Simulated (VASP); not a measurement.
Here is a VASP 6.6.1 calculation.

POSCAR

```
P
1.0
    2.3039033896      0.0000000000      0.0000000000
    0.0000000000      2.3039033896      0.0000000000
    0.0000000000      0.0000000000      2.3039033896
P
1
Direct
    0.0000000000      0.0000000000      0.0000000000
```

INCAR.step1

```
  PREC = Accurate
  ENCUT = 520
  ISMEAR = 0
  SIGMA = 0.05
  LREAL = F
  LASPH = T
  NELM = 100
  NBANDS = 8
  GGA = PE
  ALGO = Normal
  EDIFF = 1E-4
  LWAVE = T
  LCHARG = F
```

File INCAR.step2:

```
  PREC = Accurate
  ENCUT = 520
  EDIFF = 1E-6
  ISMEAR = 0
  SIGMA = 0.05
  LREAL = F
  LASPH = T
  NELM = 100
  ALGO = Normal
  ISIF = 2
  LWAVE = F
  LCHARG = F
  METAGGA = R2SCAN
  LMIXTAU = T
  NBANDS = 8
  ISTART = 1
```

Contents of KPOINTS:

```
Automatic mesh
0
Gamma
  17 17 17
```

Potentials or basis: VASP PAW PBE potentials, release 64 (P).

Run with:

```console
$ cat potpaw_PBE.64/P/POTCAR > POTCAR
$ cp INCAR.step1 INCAR
$ mpirun -np 1 vasp_std > vasp.out
$ cp INCAR.step2 INCAR
$ mpirun -np 1 vasp_std > vasp.out
```

Problem. Predict the band gap on the k mesh.

Solution. Zero (an odd number of electrons rules out a gap without spin polarisation).

Problem. Estimate the pressure.

Solution. 28.9 GPa.

Caveat: the cell stands under pressure; the PAW data sets were made with another functional, which shifts forces and pressure a little.
